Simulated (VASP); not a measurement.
# ZnO (P6_3/mmc) in VASP: a series of runs

Runs on ZnO. Level: PBE. Tasks: single point.

Program: VASP 6.6.1. These are calculated values, not measurements. Logs are shortened: lines on timing, memory, paths and dates and some standing lists are left out, and cuts for length are marked.

## 1. The cell of the first run

The structure is hexagonal, space group P6_3/mmc (No. 194). Conventional cell: a = 2.977 Å, b = 2.977 Å, c = 5.126 Å, α = 90.00°, β = 90.00°, γ = 120.00°. Zn (site symmetry -3m) has 6 O at 2.14 Å and 2 Zn at 2.56 Å within 2.8 Å. Within 2.8 Å of O (site symmetry -6m2) lie 6 Zn at 2.14 Å.

## 2. Single point, PBE

The input, INCAR:

```
ALGO = Normal ; EDIFF = 1E-6
ENCUT = 520 ; GGA = PE
ISIF = 2 ; ISMEAR = 0
LASPH = T ; LCHARG = F
LREAL = F ; LWAVE = F
NBANDS = 26 ; NELM = 80
PREC = Accurate ; SIGMA = 0.01
```

The input, KPOINTS:

```
k-points
0
Gamma
  9 9 4
```

The input, POSCAR:

```
ZnO
1.0
    2.9768605347      0.0000000000      0.0000000000
   -1.4884302673      2.5780368465      0.0000000000
    0.0000000000      0.0000000000      5.1256341746
Zn O
2 2
Direct
    0.0000000000      0.0000000000      0.0000000000
    0.0000000000      0.0000000000      0.5000000000
    0.3333333333      0.6666666667      0.2500000000
    0.6666666667      0.3333333333      0.7500000000
```

Potentials or basis: VASP PAW PBE potentials, release 64 (Zn, O).

Started as:

```bash
cat potpaw_PBE.64/Zn/POTCAR potpaw_PBE.64/O/POTCAR > POTCAR
mpirun -np 1 vasp_std > vasp.out
```

OUTCAR:

```text
EDIFF = 1E-6
   ENCUT = 520
   GGA = PE
   ISIF = 2
   ISMEAR = 0
   LASPH = T
   LREAL = F
   NELM = 80
   PREC = Accurate

 ion  position               nearest neighbor table
   1  0.000  0.000  0.000-   3 2.14   4 2.14   3 2.14   4 2.14   4 2.14   3 2.14   2 2.56   2 2.56

   2  0.000  0.000  0.500-   3 2.14   4 2.14   3 2.14   4 2.14   4 2.14   3 2.14   1 2.56   1 2.56

   3  0.333  0.667  0.250-   1 2.14   2 2.14   1 2.14   2 2.14   1 2.14   2 2.14
   4  0.667  0.333  0.750-   1 2.14   2 2.14   1 2.14   2 2.14   1 2.14   2 2.14

  LATTYP: Found a hexagonal cell.
 ALAT       =     2.9768605347
 C/A-ratio  =     1.7218254315

  Lattice vectors:

 A1 = (   2.9768605347,   0.0000000000,   0.0000000000)
 A2 = (  -1.4884302673,   2.5780368465,   0.0000000000)
 A3 = (   0.0000000000,   0.0000000000,   5.1256341746)

Analysis of symmetry for initial positions (statically):
=====================================================================
 Subroutine PRICEL returns:
 Original cell was already a primitive cell.

 Routine SETGRP: Setting up the symmetry group for a
 hexagonal supercell.

 Subroutine GETGRP returns: Found 24 space group operations
 (whereof 12 operations were pure point group operations)
 out of a pool of 24 trial point group operations.

The static configuration has the point symmetry D_3d.
 The point group associated with its full space group is D_6h.

Analysis of symmetry for dynamics (positions and initial velocities):
=====================================================================
 Subroutine PRICEL returns:
 Original cell was already a primitive cell.

 Routine SETGRP: Setting up the symmetry group for a
 hexagonal supercell.

 Subroutine GETGRP returns: Found 24 space group operations
 (whereof 12 operations were pure point group operations)
 out of a pool of 24 trial point group operations.

The dynamic configuration has the point symmetry D_3d.
 The point group associated with its full space group is D_6h.

 Subroutine INISYM returns: Found 24 space group operations
 (whereof 12 operations are pure point group operations),
 and found     1 'primitive' translations

----------------------------------------------------------------------------------------

                                     Primitive cell
[... 87 lines left out ...]
   ISTART =      0    job   : 0-new  1-cont  2-samecut
   ICHARG =      2    charge: 1-file 2-atom 10-const
   ISPIN  =      1    spin polarized calculation?
   LNONCOLLINEAR =      F non collinear calculations
   LSORBIT =      F    spin-orbit coupling
   LASPH  =      T    aspherical Exc in radial PAW
   ENCUT  =  520.0 eV  38.22 Ry    6.18 a.u.   5.53  5.53  9.53*2*pi/ulx,y,z
   NELM   =     80;   NELMIN=  2; NELMDL= -5     # of ELM steps
   EDIFF  = 0.1E-05   stopping-criterion for ELM
   LREAL  =      F    real-space projection
   EDIFFG = 0.1E-04   stopping-criterion for IOM
   NSW    =      0    number of steps for IOM
   IBRION =     -1    ionic relax: 0-MD 1-quasi-New 2-CG
   NFREE  =      0    steps in history (QN), initial steepest desc. (CG)
   ISIF   =      2    stress and relaxation
   ISYM   =      2    0-nonsym 1-usesym 2-fastsym
   POTIM  = 0.5000    time-step for ionic-motion
   TEBEG  =    0.0;   TEEND  =   0.0 temperature during run
   PSTRESS=    0.0 pullay stress
   NELECT =      36.0000    total number of electrons
   NUPDOWN=      -1.0000    fix difference up-down
   EMIN   =  10.00;   EMAX   =-10.00  energy-range for DOS
   EFERMI =   0.00;   METHOD = LEGACY
   ISMEAR =     0;   SIGMA  =   0.01  broadening in eV -4-tet -1-fermi 0-gaus
   EFERMI_NEDOS =   21; number of points for ismear=-14 and -15
   IALGO  =     38    algorithm
   IMIX   =      4    mixing-type and parameters
     AMIX     =   0.40;   BMIX     =  1.00
     AMIX_MAG =   1.60;   BMIX_MAG =  1.00
  volume/ion in A,a.u.               =       9.83        66.36
  Fermi-wavevector in a.u.,A,eV,Ry     =   1.589439  3.003605 34.372630  2.526317
  Thomas-Fermi vector in A             =   2.688288
   LORBIT       =      0    0 simple, 1 ext, 2 COOP (PROOUT), +10 PAW based schemes
   GGA     = PE    functional components
   LHFCALC =     F    Hartree Fock is set to
   AEXX    =    0.0000 exact exchange contribution
   IVDW    =     0    specifies the selected vdW correction
   LEPSILON=     F    determine dielectric tensor
   LRPA    =     F    only Hartree local field effects (RPA)
 non-spin polarized calculation
 Gauss-broadening in eV      SIGMA  =   0.01
  energy-cutoff  :      520.00
  volume of cell :       39.34
 maximum number of plane-waves:      1093
 NGX is ok and might be reduce to    24
   NGX = 11   NGY = 11   NGZ = 19

 number of electron      35.9999981 magnetization

 Free energy of the ion-electron system (eV)
  ---------------------------------------------------
  ext. energy  EPLUGINS =         0.00000000
  ---------------------------------------------------
  free energy    TOTEN  =       -16.89725347 eV

  energy without entropy =      -16.89725347  energy(sigma->0) =      -16.89725347

 E-fermi :   2.8142     XC(G=0): -12.2464

 val. band max:        2.6881646424   @ k =   0.0000   0.0000   0.0000
 cond. band min:       3.4134228804   @ k =   0.0000   0.0000   0.0000
 fundamental gap:      0.7252582380
 Fermi energy:         2.8141810957

 k-point     1 :       0.0000    0.0000    0.0000
  band No.  band energies     occupation
      1     -15.8835      2.00000
      2     -14.6510      2.00000
      3      -4.7800      2.00000
      4      -3.1549      2.00000
      5      -3.1549      2.00000
      6      -2.9741      2.00000
[... 685 lines left out ...]
     25      14.1824      0.00000
     26      19.7098      0.00000

 [... further k-points ...]
[... 5 lines left out ...]
  --------------------------------------------------------------------------------------
  -------------------------------------------------------------------------------------
  Total        2.1441732      2.1441732      2.2738981      0.0000000      0.0000000     -0.0000000
  in kB       87.3323669     87.3323669     92.6160739      0.0000000      0.0000000     -0.0000000
  external PRESSURE =      89.0936026 kB  Pullay stress =       0.0000000 kB

 VOLUME and BASIS-vectors are now :
 -----------------------------------------------------------------------------
  energy-cutoff  :      520.00
  volume of cell :       39.34
      direct lattice vectors                 reciprocal lattice vectors
     2.976860535  0.000000000  0.000000000     0.335924370  0.193946026  0.000000000
    -1.488430267  2.578036846  0.000000000     0.000000000  0.387892051  0.000000000
     0.000000000  0.000000000  5.125634175     0.000000000  0.000000000  0.195097810

 POSITION                                       TOTAL-FORCE (eV/Angst)
 -----------------------------------------------------------------------------------
      0.00000      0.00000      0.00000         0.000000      0.000000     -0.000000
      0.00000      0.00000      2.56282         0.000000      0.000000     -0.000000
     -0.00000      1.71869      1.28141        -0.000000      0.000000     -0.000000
      1.48843      0.85935      3.84423        -0.000000      0.000000      0.000000
 -----------------------------------------------------------------------------------
    total drift:                               -0.000000      0.000000      0.000000

  FREE ENERGIE OF THE ION-ELECTRON SYSTEM (eV)
  ---------------------------------------------------
  free  energy   TOTEN  =       -16.8972534700 eV

  energy  without entropy=      -16.8972534700  energy(sigma->0) =      -16.89725347
```

OSZICAR:

```text
N       E                     dE             d eps       ncg     rms          rms(c)
DAV:   1     0.280868531478E+03    0.28087E+03   -0.18750E+04  1976   0.214E+03
DAV:   2     0.737605850717E+01   -0.27349E+03   -0.25694E+03  1982   0.410E+02
DAV:   3    -0.194049165267E+02   -0.26781E+02   -0.26392E+02  2070   0.130E+02
DAV:   4    -0.198775564066E+02   -0.47264E+00   -0.47176E+00  2022   0.173E+01
DAV:   5    -0.198797058108E+02   -0.21494E-02   -0.21493E-02  1964   0.121E+00    0.134E+01
DAV:   6    -0.167725473079E+02    0.31072E+01   -0.56429E+00  2850   0.646E+01    0.919E+00
DAV:   7    -0.169431316193E+02   -0.17058E+00   -0.26627E+00  2026   0.168E+01    0.533E+00
DAV:   8    -0.169252368937E+02    0.17895E-01   -0.33479E-01  2392   0.552E+00    0.147E+00
DAV:   9    -0.168964557563E+02    0.28781E-01   -0.51884E-02  2560   0.470E+00    0.233E-01
DAV:  10    -0.168971726616E+02   -0.71691E-03   -0.14657E-02  1896   0.903E-01    0.555E-02
DAV:  11    -0.168972433922E+02   -0.70731E-04   -0.17081E-04  2232   0.221E-01    0.157E-02
DAV:  12    -0.168972525365E+02   -0.91443E-05   -0.43264E-05  2112   0.175E-01    0.858E-03
DAV:  13    -0.168972534700E+02   -0.93350E-06   -0.41795E-06  2028   0.472E-02
   1 F= -.16897253E+02 E0= -.16897253E+02  d E =-.375540E-73
```

stdout:

```text
POSCAR found type information on POSCAR ZnO
 POSCAR found :  2 types and       4 ions
 scaLAPACK will be used
 LDA part: xc-table for (Slater+PW92), standard interpolation
 POSCAR, INCAR and KPOINTS ok, starting setup
 FFT: planning ... GRIDC
 FFT: planning ... GRID_SOFT
 FFT: planning ... GRID
 WAVECAR not read
 entering main loop
```

Run time: 16 s. Hardware: 1 thread of Intel Xeon Platinum 8488C (Sapphire Rapids), shared host; peak memory 0.17 GiB.

Results:

```yaml
Free_energy: -16.8973 eV
Pressure: 8.9 GPa
Band_gap_on_the_k_mesh: 0.73 eV, direct
```

## 3. Single point, PBE

The input, INCAR:

```
SYSTEM = ZnO
PREC = Accurate
ENCUT = 520
EDIFF = 1E-6
ISMEAR = 0
SIGMA = 0.01
LREAL = .FALSE.
LASPH = .TRUE.
NELM = 80
ALGO = Normal
ISIF = 2
LWAVE = .FALSE.
LCHARG = .TRUE.
GGA = PE
LELF = .TRUE.
LVHAR = .TRUE.
NBANDS = 26
```

The input, KPOINTS:

```
Automatic mesh
0
G
  9 9 4
  0 0 0
```

POSCAR is that of step 2.

Potentials or basis: VASP PAW PBE potentials, release 64 (Zn, O).

Started as:

```bash
cat potpaw_PBE.64/Zn/POTCAR potpaw_PBE.64/O/POTCAR > POTCAR
mpirun -np 1 vasp_std > vasp.out
```

Wall time 16 s (1 thread of Intel Xeon Platinum 8488C (Sapphire Rapids), shared host); peak memory 0.17 GiB.

The run converged. Its results:

| Property | Result |
| --- | --- |
| Free energy | -16.8973 eV |
| Pressure | 8.9 GPa |
| Band gap on the k mesh | 0.73 eV, direct |

Stress tensor (GPa, compression positive):
```
8.73 0.00 0.00
0.00 8.73 0.00
0.00 0.00 9.26
```

Levels at points of the mesh, in eV from the valence-band top:
```csv
k point,band 16,band 17,band 18,band 19,band 20,band 21
"(0.00, 0.00, 0.00)",-1.24,0.00,0.00,0.73,5.63,8.67
"(0.00, 0.00, 0.50)",-0.53,-0.53,-0.53,3.82,3.82,11.04
```

A hybrid or GW would open this gap; PBE tends to underestimate it.
